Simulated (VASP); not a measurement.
Write the native input for VASP 6.6.1 that does the following.

| Item | Value |
| --- | --- |
| Task | single point |
| Functional | PBEsol |
| Potentials or basis | VASP PAW PBE potentials, release 64 (C, O) |
| Cutoff | 520 eV |
| k mesh | 4 × 4 × 4 |
| Occupations | gaussian, width 0.05 eV |
| Spin | no spin polarisation |
| Dipole correction | no |
| Further INCAR settings | ALGO = Normal; EDIFF = 1e-06; NBANDS = 44 |

The structure of CO2 lies in POSCAR:

```
CO2
1.0
    6.4379279986      0.0000000000      0.0000000000
    0.0000000000      5.7999351339      0.0000000000
    0.0000000000      0.0000000000      6.6699254040
C O
4 8
Direct
    0.0000000000      0.0000000000      0.0000000000
    0.5000000000      0.0000000000      0.5000000000
    0.5000000000      0.5000000000      0.0000000000
    0.0000000000      0.5000000000      0.5000000000
    0.1161576883      0.1161576883      0.1161576883
    0.3838423117      0.8838423117      0.6161576883
    0.6161576883      0.3838423117      0.8838423117
    0.8838423117      0.6161576883      0.3838423117
    0.8838423117      0.8838423117      0.8838423117
    0.6161576883      0.1161576883      0.3838423117
    0.3838423117      0.6161576883      0.1161576883
    0.1161576883      0.3838423117      0.6161576883
```

This cell differs from its parent crystal: normal strain along x +0.1100, normal strain along z +0.1500.

These files were run (other wordings do the same):

INCAR

```
SYSTEM = CO2
  PREC = Accurate
  ENCUT = 520
  EDIFF = 1E-6
  ISMEAR = 0
  SIGMA = 0.05
  LREAL = .False.
  LASPH = .True.
  NELM = 100
  ALGO = Normal
  ISIF = 2
  LWAVE = .False.
  LCHARG = .False.
  GGA = PS
  NBANDS = 44
```

KPOINTS

```
regular mesh
0
Gamma
  4 4 4
  0 0 0
```

Potentials or basis: VASP PAW PBE potentials, release 64 (C, O).

Command:

```bash
$ cat potpaw_PBE.64/C/POTCAR potpaw_PBE.64/O/POTCAR > POTCAR
$ mpirun -np 1 vasp_std > vasp.out
```

It gave:

- Pressure: -16.0 GPa
- Largest force: 7.178 eV/Å
- Band gap on the k mesh: 5.75 eV, direct

Caveat: the cell differs from its parent crystal (normal strain along x +0.1100, normal strain along z +0.1500); the PAW data sets were made with another functional, which shifts forces and pressure a little.

Run time: 6 min on 1 thread of Intel Xeon 8259CL, with other jobs on the host, peak memory 0.44 GiB.
